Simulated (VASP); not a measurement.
# Si3C2 (R-3m) in VASP: single point with PBE

Aim: the single point of Si3C2 with PBE.

Everything below comes from runs of VASP 6.6.1. Logs are shortened: lines on timing, memory, paths and dates and some standing lists are left out, and cuts for length are marked.

## Step 1: The cell of the first run

The structure is trigonal, space group R-3m (No. 166). The conventional cell has a = 2.953 Å, b = 2.953 Å, c = 19.762 Å, α = 90.00°, β = 90.00°, γ = 120.00°. Within 2.7 Å of Si (site symmetry 3m) lie 3 C at 2.02 Å and 3 Si at 2.58 Å. Within 3.0 Å of Si (site symmetry -3m) lie 6 C at 2.11 Å and 12 Si at 2.88 to 2.95 Å. C (site symmetry 3m) has 6 Si at 2.02 to 2.11 Å within 2.7 Å.

## Step 2: Single point, PBE

Contents of POSCAR:

```
Si3C2
1.0
    1.4764893641      0.8524515318      6.5873819614
   -1.4764893641      0.8524515318      6.5873819614
    0.0000000000     -1.7049030637      6.5873819613
Si C
3 2
Direct
    0.2842709190      0.2842709190      0.2842709190
    0.5000000000      0.5000000000      0.5000000000
    0.7157290810      0.7157290810      0.7157290810
    0.8965370564      0.8965370564      0.8965370564
    0.1034629436      0.1034629436      0.1034629436
```

Contents of INCAR.step1:

```
SYSTEM = Si3C2
ALGO     = Normal         ! electronic algorithm
EDIFF    = 1E-7           ! SCF threshold, eV
ENCUT    = 520            ! plane-wave cutoff, eV
GGA      = PE             ! functional
ISIF     = 2              ! what is computed and relaxed
ISMEAR   = 0              ! smearing method
LASPH    = .TRUE.         ! aspherical terms in the spheres
LCHARG   = .TRUE.         ! write CHGCAR
LREAL    = .FALSE.        ! projectors in reciprocal space
LWAVE    = .FALSE.        ! write WAVECAR
NBANDS   = 18             ! bands
NELM     = 100            ! most SCF steps
PREC     = Accurate       ! precision mode
SIGMA    = 0.1            ! smearing width, eV
```

Contents of KPOINTS.step1:

```
k-points
0
G
  12 12 12
  0 0 0
```

Contents of INCAR.step2:

```
SYSTEM = Si3C2
ALGO     = Normal         ! electronic algorithm
EDIFF    = 1E-7           ! SCF threshold, eV
ENCUT    = 520            ! plane-wave cutoff, eV
GGA      = PE             ! functional
ICHARG   = 11             ! starting density
ISIF     = 2              ! what is computed and relaxed
ISMEAR   = -5             ! smearing method
LASPH    = .TRUE.         ! aspherical terms in the spheres
LCHARG   = .FALSE.        ! write CHGCAR
LORBIT   = 11             ! projections on sites
LREAL    = .FALSE.        ! projectors in reciprocal space
LWAVE    = .FALSE.        ! write WAVECAR
NEDOS    = 1001           ! points of the DOS
NELM     = 100            ! most SCF steps
PREC     = Accurate       ! precision mode
SIGMA    = 0.1            ! smearing width, eV
```

Contents of KPOINTS.step2:

```
k-points
0
G
  18 18 18
  0 0 0
```

Potentials or basis: VASP PAW PBE potentials, release 64 (Si, C).

Launch:

```sh
$ cat potpaw_PBE.64/Si/POTCAR potpaw_PBE.64/C/POTCAR > POTCAR
$ cp INCAR.step1 INCAR
$ cp KPOINTS.step1 KPOINTS
$ mpirun -np 1 vasp_std > vasp.out
$ cp INCAR.step2 INCAR
$ cp KPOINTS.step2 KPOINTS
$ mpirun -np 1 vasp_std > vasp.out
```

OUTCAR:

```text
SYSTEM = Si3C2
   EDIFF = 1E-7
   ENCUT = 520
   GGA = PE
   ICHARG = 11
   ISIF = 2
   ISMEAR = -5
   LASPH = .TRUE.
   LORBIT = 11
   LREAL = .FALSE.
   NELM = 100
   PREC = Accurate

 ion  position               nearest neighbor table
   1  0.284  0.284  0.284-   4 2.02   4 2.02   4 2.02   3 2.58   3 2.58   3 2.58   2 2.88   2 2.88
                             2 2.88
   2  0.500  0.500  0.500-   5 2.11   5 2.11   4 2.11   4 2.11   5 2.11   4 2.11   3 2.88   1 2.88
                             3 2.88   1 2.88   3 2.88   1 2.88
   3  0.716  0.716  0.716-   5 2.02   5 2.02   5 2.02   1 2.58   1 2.58   1 2.58   2 2.88   2 2.88
                             2 2.88
   4  0.897  0.897  0.897-   1 2.02   1 2.02   1 2.02   2 2.11   2 2.11   2 2.11
   5  0.103  0.103  0.103-   3 2.02   3 2.02   3 2.02   2 2.11   2 2.11   2 2.11

  LATTYP: Found a trigonal (rhomboedric) cell.
 ALAT       =     6.8044320528
 COS(alpha) =     0.9058312343

  Lattice vectors:

 A1 = (   1.4764893641,   0.8524515318,   6.5873819614)
 A2 = (  -1.4764893641,   0.8524515318,   6.5873819614)
 A3 = (   0.0000000000,  -1.7049030637,   6.5873819613)

Analysis of symmetry for initial positions (statically):
=====================================================================
 Subroutine PRICEL returns:
 Original cell was already a primitive cell.

 Routine SETGRP: Setting up the symmetry group for a
 trigonal (rhombohedral) supercell.

 Subroutine GETGRP returns: Found 12 space group operations
 (whereof 12 operations were pure point group operations)
 out of a pool of 12 trial point group operations.

The static configuration has the point symmetry D_3d.

Analysis of symmetry for dynamics (positions and initial velocities):
=====================================================================
 Subroutine PRICEL returns:
 Original cell was already a primitive cell.

 Routine SETGRP: Setting up the symmetry group for a
 trigonal (rhombohedral) supercell.

 Subroutine GETGRP returns: Found 12 space group operations
 (whereof 12 operations were pure point group operations)
 out of a pool of 12 trial point group operations.

The dynamic configuration has the point symmetry D_3d.

 Subroutine INISYM returns: Found 12 space group operations
 (whereof 12 operations are pure point group operations),
 and found     1 'primitive' translations

----------------------------------------------------------------------------------------

                                     Primitive cell

  volume of cell :      49.7467

  direct lattice vectors                    reciprocal lattice vectors
     1.476489364  0.852451532  6.587381961     0.338641112  0.195514537  0.050601792
    -1.476489364  0.852451532  6.587381961    -0.338641112  0.195514537  0.050601792
     0.000000000 -1.704903064  6.587381961     0.000000000 -0.391029074  0.050601792

  length of vectors
     6.804432053  6.804432053  6.804432053     0.394289587  0.394289587  0.394289587

  position of ions in fractional coordinates (direct lattice)
     0.284270919  0.284270919  0.284270919
     0.500000000  0.500000000  0.500000000
     0.715729081  0.715729081  0.715729081
     0.896537056  0.896537056  0.896537056
     0.103462944  0.103462944  0.103462944

  ion indices of the primitive-cell ions
   primitive index   ion index
                 1           1
                 2           2
                 3           3
                 4           4
                 5           5

----------------------------------------------------------------------------------------

 KPOINTS: k-points

Automatic generation of k-mesh.
 Grid dimensions read from file:
 generate k-points for:   18   18   18

 Generating k-lattice:

  Cartesian coordinates                     Fractional coordinates (reciprocal lattice)
     0.018813395  0.010861919  0.002811211     0.055555556 -0.000000000  0.000000000
    -0.018813395  0.010861919  0.002811211    -0.000000000  0.055555556  0.000000000
     0.000000000 -0.021723837  0.002811211    -0.000000000 -0.000000000  0.055555556

  Length of vectors
     0.021904977  0.021904977  0.021904977

  Shift w.r.t. Gamma in fractional coordinates (k-lattice)
     0.000000000  0.000000000  0.000000000

 TETIRR: Found   2916 inequivalent tetrahedra from    34992

 Subroutine IBZKPT returns following result:
 ===========================================

 Found    580 irreducible k-points:

 Following reciprocal coordinates:
            Coordinates               Weight
  0.000000  0.000000  0.000000      1.000000
  0.055556 -0.000000 -0.000000      6.000000
  0.111111 -0.000000 -0.000000      6.000000
  0.166667  0.000000 -0.000000      6.000000
  0.222222 -0.000000 -0.000000      6.000000
  0.277778  0.000000 -0.000000      6.000000
[... 16 lines left out ...]
 -0.277778  0.055556  0.000000     12.000000
 -0.222222  0.055556  0.000000     12.000000
 [... further k-points ...]
   k-points           NKPTS =    580   k-points in BZ     NKDIM =    580   number of bands    NBANDS=     14
   number of dos      NEDOS =   1001   number of ions     NIONS =      5
   total plane-waves  NPLWV = 157464
   dimension x,y,z NGX =    54 NGY =   54 NGZ =   54
   dimension x,y,z NGXF=   108 NGYF=  108 NGZF=  108
   ions per type =               3   2
   NGX,Y,Z   is equivalent  to a cutoff of  13.19, 13.19, 13.19 a.u.
   NGXF,Y,Z  is equivalent  to a cutoff of  26.39, 26.39, 26.39 a.u.
 SYSTEM =  Si3C2
   PREC   = accura    normal or accurate (medium, high low for compatibility)
   ISTART =      0    job   : 0-new  1-cont  2-samecut
   ICHARG =     11    charge: 1-file 2-atom 10-const
   ISPIN  =      1    spin polarized calculation?
   LNONCOLLINEAR =      F non collinear calculations
   LSORBIT =      F    spin-orbit coupling
   LASPH  =      T    aspherical Exc in radial PAW
   ENCUT  =  520.0 eV  38.22 Ry    6.18 a.u.  12.65 12.65 12.65*2*pi/ulx,y,z
   NELM   =    100;   NELMIN=  2; NELMDL=  0     # of ELM steps
   EDIFF  = 0.1E-06   stopping-criterion for ELM
   LREAL  =      F    real-space projection
   EDIFFG = 0.1E-05   stopping-criterion for IOM
   NSW    =      0    number of steps for IOM
   IBRION =     -1    ionic relax: 0-MD 1-quasi-New 2-CG
   NFREE  =      0    steps in history (QN), initial steepest desc. (CG)
   ISIF   =      2    stress and relaxation
   ISYM   =      2    0-nonsym 1-usesym 2-fastsym
   POTIM  = 0.5000    time-step for ionic-motion
   TEBEG  =    0.0;   TEEND  =   0.0 temperature during run
   PSTRESS=    0.0 pullay stress
   NELECT =      20.0000    total number of electrons
   NUPDOWN=      -1.0000    fix difference up-down
   EMIN   =  10.00;   EMAX   =-10.00  energy-range for DOS
   EFERMI =   0.00;   METHOD = LEGACY
   ISMEAR =    -5;   SIGMA  =   0.10  broadening in eV -4-tet -1-fermi 0-gaus
   EFERMI_NEDOS =   21; number of points for ismear=-14 and -15
   IALGO  =     38    algorithm
   IMIX   =      4    mixing-type and parameters
     AMIX     =   0.40;   BMIX     =  1.00
     AMIX_MAG =   1.60;   BMIX_MAG =  1.00
  volume/ion in A,a.u.               =       9.95        67.14
  Fermi-wavevector in a.u.,A,eV,Ry     =   1.208269  2.283296 19.863320  1.459913
  Thomas-Fermi vector in A             =   2.343881
   LORBIT       =     11    0 simple, 1 ext, 2 COOP (PROOUT), +10 PAW based schemes
   GGA     = PE    functional components
   LHFCALC =     F    Hartree Fock is set to
   AEXX    =    0.0000 exact exchange contribution
   IVDW    =     0    specifies the selected vdW correction
   LEPSILON=     F    determine dielectric tensor
   LRPA    =     F    only Hartree local field effects (RPA)
 non-spin polarized calculation
 Fermi weights with tetrahedron method with Bloechl corrections
  energy-cutoff  :      520.00
  volume of cell :       49.75
 maximum number of plane-waves:      1381
 NGX is ok and might be reduce to    54

 number of electron      19.9999999 magnetization

 Free energy of the ion-electron system (eV)
  ---------------------------------------------------
  ext. energy  EPLUGINS =         0.00000000
  ---------------------------------------------------
  free energy    TOTEN  =       -31.90438275 eV

  energy without entropy =      -31.90438275  energy(sigma->0) =      -31.90438275

 E-fermi :  11.8308     XC(G=0): -12.0467

 val. band max:       11.8889045305   @ k =   0.4444   0.4444  -0.0000
 cond. band min:      11.7823987812   @ k =  -0.2222   0.4444   0.0556
 fundamental gap:     -0.1065057493
 Fermi energy:        11.8308339195

 k-point     1 :       0.0000    0.0000    0.0000
  band No.  band energies     occupation
      1      -6.2333      2.00000
      2      -3.9691      2.00000
      3      -1.2405      2.00000
      4       6.2050      2.00000
      5       6.2224      2.00000
      6       9.9330      2.00000
      7       9.9330      2.00000
      8      10.2066      2.00000
      9      10.2066      2.00000
     10      16.2933      0.00000
     11      16.2933      0.00000
     12      16.3499      0.00000
     13      16.5164      0.00000
     14      16.5164      0.00000

 k-point     2 :       0.0556   -0.0000   -0.0000
  band No.  band energies     occupation
      1      -6.1701      2.00000
      2      -3.9144      2.00000
      3      -1.1686      2.00000
      4       6.0652      2.00000
      5       6.4460      2.00000
      6       9.4891      2.00000
      7       9.7456      2.00000
      8       9.9608      2.00000
      9      10.1833      2.00000
     10      15.6753      0.00000
[... 362 lines left out ...]
 k-point    24 :      -0.2222    0.0556    0.0000
  band No.  band energies     occupation
      1      -4.9290      2.00000
      2      -2.8029      2.00000
      3       0.1883      2.00000
      4       4.8082      2.00000
      5       5.9498      2.00000
      6       6.9971      2.00000
      7       7.7190      2.00000
      8       7.9521      2.00000
      9       8.8499      2.00000
     10      11.5009      1.62161
     11      13.7941      0.00000
     12      14.5578      0.00000
     13      15.1994      0.00000
     14      16.0411      0.00000

 [... further k-points ...]

------------------------ aborting loop because EDIFF is reached ----------------------------------------

  FORCE on cell =-STRESS in cart. coord.  units (eV):
  Direction    XX          YY          ZZ          XY          YZ          ZX
  --------------------------------------------------------------------------------------
  -------------------------------------------------------------------------------------
  Total       -0.0456922     -0.0456922      0.0553624      0.0000000     -0.0000000      0.0000000
  in kB       -1.4715960     -1.4715960      1.7830422      0.0000000     -0.0000000      0.0000000
  external PRESSURE =      -0.3867166 kB  Pullay stress =       0.0000000 kB

 VOLUME and BASIS-vectors are now :
 -----------------------------------------------------------------------------
  energy-cutoff  :      520.00
  volume of cell :       49.75
      direct lattice vectors                 reciprocal lattice vectors
     1.476489364  0.852451532  6.587381961     0.338641112  0.195514537  0.050601792
    -1.476489364  0.852451532  6.587381961    -0.338641112  0.195514537  0.050601792
     0.000000000 -1.704903064  6.587381961     0.000000000 -0.391029074  0.050601792

 POSITION                                       TOTAL-FORCE (eV/Angst)
 -----------------------------------------------------------------------------------
      0.00000     -0.00000      5.61780        -0.000000      0.000000     -0.001887
      0.00000     -0.00000      9.88107         0.000000      0.000000      0.000000
      0.00000     -0.00000     14.14434        -0.000000     -0.000000      0.001887
      0.00000     -0.00000     17.71750        -0.000000      0.000000     -0.010656
      0.00000     -0.00000      2.04465        -0.000000     -0.000000      0.010656
 -----------------------------------------------------------------------------------
    total drift:                                0.000000      0.000000     -0.000000

  FREE ENERGIE OF THE ION-ELECTRON SYSTEM (eV)
  ---------------------------------------------------
  free  energy   TOTEN  =       -31.9043827520 eV

  energy  without entropy=      -31.9043827520  energy(sigma->0) =      -31.90438275

 total charge

# of ion       s       p       d       tot
------------------------------------------
    1        0.751   0.817   0.000   1.568
    2        0.755   0.728   0.000   1.483
    3        0.751   0.817   0.000   1.568
    4        0.850   1.601   0.000   2.451
    5        0.850   1.601   0.000   2.451
--------------------------------------------------
tot          3.957   5.562   0.000   9.520
```

It took 23 min on 1 thread of Intel Xeon Platinum 8559C (Emerald Rapids), shared host; peak memory 0.65 GiB.

What came out:

* Valence electrons inside the program's atomic spheres: Si 1.57, 1.48 (each value once); C 2.45
